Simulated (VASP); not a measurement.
Runs of VASP 6.6.1 on MnF2. The structure is that of space group P6/mmm (No. 191), or close to it. The cells are those of the table. The cell was generated, and may not be a known phase.

| task | cell | k mesh | cutoff (eV) | smearing | gap on the mesh (eV) | pressure (GPa) | moment (μB) |
| --- | --- | --- | --- | --- | --- | --- | --- |
| relaxation of cell and atoms | relaxed from a = 3.229, b = 3.229, c = 3.445 Å, angles 90.0, 90.0, 120.0°, 3 atoms | 6 × 6 × 6 | 600 | gaussian 0.1 eV | 0.53 | 0.2 | 5.00 |
| single point | a = 3.229, b = 3.229, c = 3.445 Å, angles 90.0, 90.0, 120.0°, 3 atoms | 6 × 6 × 6 | 520 | gaussian 0.1 eV | (b) | (a) | 5.08 |
| single point | a = 3.773, b = 3.773, c = 2.744 Å, angles 90.0, 90.0, 120.0°, 3 atoms | 6 × 6 × 6 | 520 | gaussian 0.1 eV | 0.52 | -0.3 | 5.00 |
| single point | a = 3.775, b = 3.775, c = 2.746 Å, angles 90.0, 90.0, 120.0°, 3 atoms | 12 × 12 × 14 | 520 | gaussian 0.02 eV | 0.52 | -0.4 | 5.00 |

Alike in all rows: level PBE; potentials or basis VASP PAW PBE potentials, release 64 (Mn_pv, F); spin collinear, ferromagnetic start.

Q: Estimate the missing entries.

A: (a) 35.5; (b) none.

Caveats: some runs use coarse meshes; a cell with one magnetic atom can't hold antiferromagnetic order, which such compounds often take; a cell axis changed by over 15 % at a fixed basis, so the end point is rough (at least some runs); semilocal functionals often make such compounds metallic where correlation or magnetic order opens a gap, which also shifts bond lengths (at least some runs).

A k mesh can miss the band edges.
